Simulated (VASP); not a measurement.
Here is a VASP 6.6.1 calculation.

File INCAR:

```
PREC     = Accurate       # precision mode
ENCUT    = 600            # plane-wave cutoff, eV
EDIFF    = 1E-6           # SCF threshold, eV
ISMEAR   = -1             # smearing method
SIGMA    = 0.08           # smearing width, eV
LREAL    = F              # projectors in reciprocal space
LASPH    = T              # aspherical terms in the spheres
NELM     = 80             # most SCF steps
ALGO     = Normal         # electronic algorithm
ISIF     = 3              # what is computed and relaxed
LWAVE    = F              # write WAVECAR
LCHARG   = F              # write CHGCAR
IBRION   = 2              # ionic algorithm
NSW      = 60             # ionic steps
EDIFFG   = -0.005         # ionic threshold
```

File KPOINTS:

```
regular mesh
0
Gamma
  20 20 20
```

Contents of POSCAR:

```
C
1.0
    0.0000000000      1.7863159877      1.7863159877
    1.7863159877      0.0000000000      1.7863159877
    1.7863159877      1.7863159877      0.0000000000
C
2
Direct
   -0.1250000000     -0.1250000000     -0.1250000000
    0.1250000000      0.1250000000      0.1250000000
```

Potentials or basis: VASP PAW LDA potentials, release 64 (C).

Command:

```console
$ cat potpaw_LDA.64/C/POTCAR > POTCAR
$ mpirun -np 1 vasp_std > vasp.out
```

Estimate the relaxed volume.

5.52 Å³/atom.

Estimate the band gap on the k mesh.

4.17 eV, indirect (least direct gap 5.62 eV).

What does it give for the relaxed cell?

a = 2.499 Å, b = 2.499 Å, c = 2.499 Å, α = 60.00°, β = 60.00°, γ = 60.00°.

The path:
| step | energy change (eV) | largest force (eV/Å) | pressure (GPa) | volume (Å³) |
| --- | --- | --- | --- | --- |
| 1 | 0.0000 | 0.0000 | -14.44 | 11.40 |
| 2 | 0.0123 | 0.0000 | 21.30 | 10.57 |
| 3 | -0.0171 | 0.0000 | -0.15 | 11.03 |
| 4 | -0.0171 | 0.0000 | 0.15 | 11.03 |
| 5 | -0.0171 | 0.0000 | -0.16 | 11.03 |
| 6 | -0.0171 | 0.0000 | -0.03 | 11.03 |

A k mesh can miss the band edges. Expect the measured gap to be larger: semilocal functionals such as LDA lack the derivative discontinuity.
